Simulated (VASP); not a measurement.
**SiC: elastic constants with PBE**

SiC:

```
Si C
1.0
     0.00000    2.14476    2.14476
     2.14476    0.00000    2.14476
     2.14476    2.14476    0.00000
Si C
1 1
Direct
  0.00000 0.00000 0.00000
  0.75000 0.75000 0.75000
```

```yaml
Program: VASP 6.6.1
Task: elastic constants
Functional: PBE
Potentials_or_basis: VASP PAW PBE potentials, release 64 (Si, C)
Cutoff: 600 eV
k_mesh: 12 × 12 × 12
Occupations: gaussian, width 0.01 eV
Spin: no spin polarisation
Dipole_correction: no
Ions_in_elastic_constants: relaxed
Further_INCAR_settings: ALGO = Normal; EDIFF = 1e-08; IBRION = 6; POTIM = 0.015; NSW = 1; ISIF = 3
```

* Elastic constants C11, C12, C44: 425, 167, 265 GPa
* Voigt bulk modulus: 253 GPa
* Highest phonon frequency at Γ, LO-TO splitting left out: 831 cm⁻¹

Phonon frequencies in cm⁻¹ (negative: imaginary):
```
              q point        frequencies
(0.000, 0.000, 0.000)  0 0 0 831 831 831
```

Elastic tensor in Voigt notation (GPa, in the Cartesian axes of the cell as first typed):
```
425 167 167   0   0   0
167 425 167   0   0   0
167 167 425   0   0   0
  0   0   0 265   0   0
  0   0   0   0 265   0
  0   0   0   0   0 265
```

Clamped-ion elastic tensor (GPa):
```
425 167 167   0   0   0
167 425 167   0   0   0
167 167 425   0   0   0
  0   0   0 312   0   0
  0   0   0   0 312   0
  0   0   0   0   0 312
```

Run time: 3.8 min on 1 thread of Intel Xeon 6975P-C, with other jobs on the host, peak memory 0.32 GiB.

Caveat: the cell is under stress, which shifts elastic constants.
